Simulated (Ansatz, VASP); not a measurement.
# One calculation of Ru, two programs

The input POSCAR:

```
Ru
1.0
    2.7059477279      0.0000000000      0.0000000000
   -1.3529738639      2.3434194737      0.0000000000
    0.0000000000      0.0000000000      4.2579056513
Ru
2
Direct
    0.3333333333      0.6666666667      0.2500000000
    0.6666666667      0.3333333333      0.7500000000
```

Contents of INCAR.step1:

```
SYSTEM = Ru
PREC = Accurate
ENCUT = 520
ISMEAR = 1
SIGMA = 1.0
LREAL = .False.
LASPH = .True.
NELM = 80
NBANDS = 21
GGA = PE
ALGO = Normal
EDIFF = 1E-4
LWAVE = .True.
LCHARG = .False.
```

INCAR.step2

```
SYSTEM = Ru
PREC = Accurate
ENCUT = 520
EDIFF = 1E-6
ISMEAR = 1
SIGMA = 1.0
LREAL = .False.
LASPH = .True.
NELM = 80
ALGO = Normal
ISIF = 2
LWAVE = .False.
LCHARG = .False.
METAGGA = R2SCAN
LMIXTAU = .True.
NBANDS = 21
ISTART = 1
```

KPOINTS

```
regular mesh
0
Gamma
  13 13 8
  0 0 0
```

Input for Ansatz:

```yaml
crystal:
  lattice:
    - [2.7059477279, 0.0, 0.0]
    - [-1.3529738639, 2.3434194737, 0.0]
    - [0.0, 0.0, 4.2579056513]
  atoms:
    - { symbol: Ru, position: [0.3333333333, 0.6666666667, 0.25] }
    - { symbol: Ru, position: [0.6666666667, 0.3333333333, 0.75] }
hamiltonian:
  xc: r2scan
  pseudopotentials:
    kind: paw
    azcp:
      Ru: "pseudopotentials/Ru.paw.azcp"
basis:
  ecutwfc: 500
  fft_grid_basis: typed
kpoints:
  mp_grid: { grid: [13, 13, 8], shift: [0, 0, 0] }
magnetization:
  spin_polarized: false
scf:
  occupations: { method: methfessel_paxton, width: 1.0 }
  lower_state_search: "off"
output:
  stress: true
```

Alike in both runs: task single point; functional r2SCAN; k mesh 13 × 13 × 8; occupations methfessel-paxton of order 1, width 1 eV; no spin polarisation.

```csv
,VASP,Ansatz
version,VASP 6.6.1,Ansatz 0.2.0
potentials or method,"VASP PAW PBE potentials, release 64 (Ru_pv), cutoff 520 eV","plane waves (500 eV) with PAW, scalar-relativistic"
valence electrons in the cell,28,32
```

Ansatz gave:

* pressure (GPa): -1.0
* traceless stress, the component that is largest in VASP (GPa): 0.70

Question: Estimate VASP's values.

Answer: Pressure (GPa): 0.5; traceless stress, the component that is largest in VASP (GPa): 0.81.

VASP's potentials were made for PBE, not for r2SCAN. VASP's potentials hold 28 valence electrons a cell and Ansatz's 32, so a difference there can come from the potentials and not from the codes.
